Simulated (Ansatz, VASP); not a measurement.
# Co in VASP and in Ansatz

File INCAR:

```
SYSTEM = Co
PREC = Accurate
ENCUT = 520
EDIFF = 1E-7
ISMEAR = 1
SIGMA = 0.01
LREAL = .False.
LASPH = .True.
NELM = 60
ALGO = Normal
ISIF = 2
LWAVE = .False.
LCHARG = .True.
GGA = PE
LELF = .True.
LVHAR = .True.
NBANDS = 16
```

Contents of KPOINTS:

```
Automatic mesh
0
Gamma
  15 15 8
  0 0 0
```

File POSCAR:

```
Co
1.0
    2.4583936733      0.0000000000      0.0000000000
   -1.2291968366      2.1290313736      0.0000000000
    0.0000000000      0.0000000000      3.9606917934
Co
2
Direct
    0.3333333333      0.6666666667      0.2500000000
    0.6666666667      0.3333333333      0.7500000000
```

Input for Ansatz:

```yaml
crystal:
  lattice:
    - [2.4583936733, 0.0, 0.0]
    - [-1.2291968366, 2.1290313736, 0.0]
    - [0.0, 0.0, 3.9606917934]
  atoms:
    - { symbol: Co, position: [0.3333333333, 0.6666666667, 0.25] }
    - { symbol: Co, position: [0.6666666667, 0.3333333333, 0.75] }
hamiltonian:
  xc: pbe
  pseudopotentials:
    kind: paw
    azcp:
      Co: "pseudopotentials/Co.paw.azcp"
basis:
  ecutwfc: 420
  fft_grid_basis: typed
kpoints:
  mp_grid: { grid: [15, 15, 8], shift: [0, 0, 0] }
magnetization:
  spin_polarized: false
scf:
  occupations: { method: cold, width: 0.01 }
  lower_state_search: "off"
output:
  stress: true
```

Alike in both runs: task single point; functional PBE; k mesh 15 × 15 × 8; no spin polarisation.

|  | VASP | Ansatz |
| --- | --- | --- |
| version | VASP 6.6.1 | Ansatz 0.2.0 |
| potentials or method | VASP PAW PBE potentials, release 64 (Co), cutoff 520 eV | plane waves (420 eV) with PAW, scalar-relativistic |
| occupations | methfessel-paxton of order 1, width 0.01 eV | cold, width 0.01 eV |
| valence electrons in the cell | 18 | 34 |

|  | VASP | Ansatz | Ansatz less VASP |
| --- | --- | --- | --- |
| pressure (GPa) | -1.8 | -1.1 | +0.74 |
| traceless stress, the component that is largest in VASP (GPa) | -0.10 | 0.01 | +0.102 |

VASP's potentials hold 18 valence electrons a cell and Ansatz's 34, so a difference there can come from the potentials and not from the codes.
